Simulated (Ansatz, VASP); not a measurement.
# One calculation of ZrB, two programs

```
Zr B
1.0
     0.00000    2.41539    2.68108
     2.47166    0.00000    2.68108
     2.47166    2.41539    0.00000
Zr B
1 1
Direct
  0.00000 0.00000 0.00000
  0.50000 0.50000 0.50000
```

Change from the starting cell: normal strain along x +0.0233, normal strain along z +0.1100.

Alike in both runs: task single point; functional LDA; k mesh 16 × 16 × 16; occupations gaussian, width 0.15 eV; no spin polarisation.

```csv
,VASP,Ansatz
version,VASP 6.6.1,Ansatz 0.2.0
potentials or method,"VASP PAW LDA potentials, release 64 (Zr_sv, B), cutoff 520 eV","scalar-relativistic, plane waves, PAW"
valence electrons in the cell,15,15
```

VASP gave:

| Quantity | Value |
| --- | --- |
| gap on the k mesh at the Fermi level (eV) | none |
| pressure (GPa) | -15.3 |
| traceless stress, the component that is largest in VASP (GPa) | -11.56 |

Question: Which values does Ansatz return?

Answer: gap on the k mesh at the Fermi level (eV): none; pressure (GPa): -15.5; traceless stress, the component that is largest in VASP (GPa): -11.47.

LDA's correlation is that of Perdew and Zunger in VASP and of Perdew and Wang (1992) in Ansatz. A gap of «none» marks a metal or a gap that the smearing closes.
